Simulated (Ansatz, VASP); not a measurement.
# P in VASP and in Ansatz

```
P
1.0
     3.28373    0.00000    0.00000
     0.00000   34.85703    0.00000
     0.00000    0.00000    4.63208
P
4
Direct
  0.94030 0.97026 0.62984
  0.00000 0.02974 0.40785
  0.50000 0.02974 0.09215
  0.50000 0.97026 0.90785
```

Alike in both runs: task single point; functional PBEsol; k mesh 8 × 1 × 6; occupations gaussian, width 0.05 eV; no spin polarisation.

|  | VASP | Ansatz |
| --- | --- | --- |
| version | VASP 6.6.1 | Ansatz 0.2.0 |
| potentials or method | VASP PAW PBE potentials, release 64 (P), cutoff 520 eV | scalar-relativistic, plane waves, PAW |
| valence electrons in the cell | 20 | 20 |

|  | VASP | Ansatz | Ansatz less VASP |
| --- | --- | --- | --- |
| gap on the k mesh at the Fermi level (eV) | 0.58 | 0.54 | -0.041 |
| least direct gap on the mesh (eV) | 0.67 | 0.68 | +0.005 |
| rms of the force components (eV/Å) | 2.124 | 2.140 | +0.0159 |

VASP's potentials were made for PBE, not for PBEsol. Atom by atom the forces differ by 0.018 eV/Å (rms over components).
